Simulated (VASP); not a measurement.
Wanted: the native input for a VASP 6.6.1 run.

```
Task                   : relaxation of cell and atoms
Functional             : PBEsol
Potentials or basis    : VASP PAW PBE potentials, release 64 (Ga_d)
Cutoff                 : 600 eV
k mesh                 : 16 × 16 × 16
Occupations            : fermi-dirac, width 0.1 eV
Spin                   : no spin polarisation
Target pressure        : -0.12 GPa
Dipole correction      : no
Further INCAR settings : ALGO = Normal; EDIFF = 1e-06; IBRION = 2; EDIFFG = -0.005; NSW = 60; ISIF = 3
```

The structure of Ga lies in POSCAR:

```
Ga
1.0
   -1.6519174394      1.6519174394      1.6519174394
    1.6519174394     -1.6519174394      1.6519174394
    1.6519174394      1.6519174394     -1.6519174394
Ga
1
Direct
    0.0000000000      0.0000000000      0.0000000000
```

The input as run:

INCAR

```
SYSTEM = Ga
PREC     = Accurate       ! precision mode
ENCUT    = 600            ! plane-wave cutoff, eV
EDIFF    = 1E-6           ! SCF threshold, eV
ISMEAR   = -1             ! smearing method
SIGMA    = 0.1            ! smearing width, eV
LREAL    = .FALSE.        ! projectors in reciprocal space
LASPH    = .TRUE.         ! aspherical terms in the spheres
NELM     = 60             ! most SCF steps
ALGO     = Normal         ! electronic algorithm
ISIF     = 3              ! what is computed and relaxed
LWAVE    = .FALSE.        ! write WAVECAR
LCHARG   = .FALSE.        ! write CHGCAR
GGA      = PS             ! functional
IBRION   = 2              ! ionic algorithm
NSW      = 60             ! ionic steps
EDIFFG   = -0.005         ! ionic threshold
PSTRESS  = -1.2
```

KPOINTS

```
regular mesh
0
G
  16 16 16
  0 0 0
```

Potentials or basis: VASP PAW PBE potentials, release 64 (Ga_d).

Launch:

```bash
$ cat potpaw_PBE.64/Ga_d/POTCAR > POTCAR
$ mpirun -np 1 vasp_std > vasp.out
```

Results of the run:

```
Pressure after relaxing : -0.1 GPa
```

Caveat: the relaxation stopped at its first step, so nothing moved; the cell is relaxed towards a set pressure, so the enthalpy falls and the energy may rise; the PAW data sets were made with another functional, which shifts forces and pressure a little.

It took 6.3 s on 1 thread of Intel(R) Xeon(R) 6975P-C (Granite Rapids), on a shared host, peak memory 0.16 GiB.
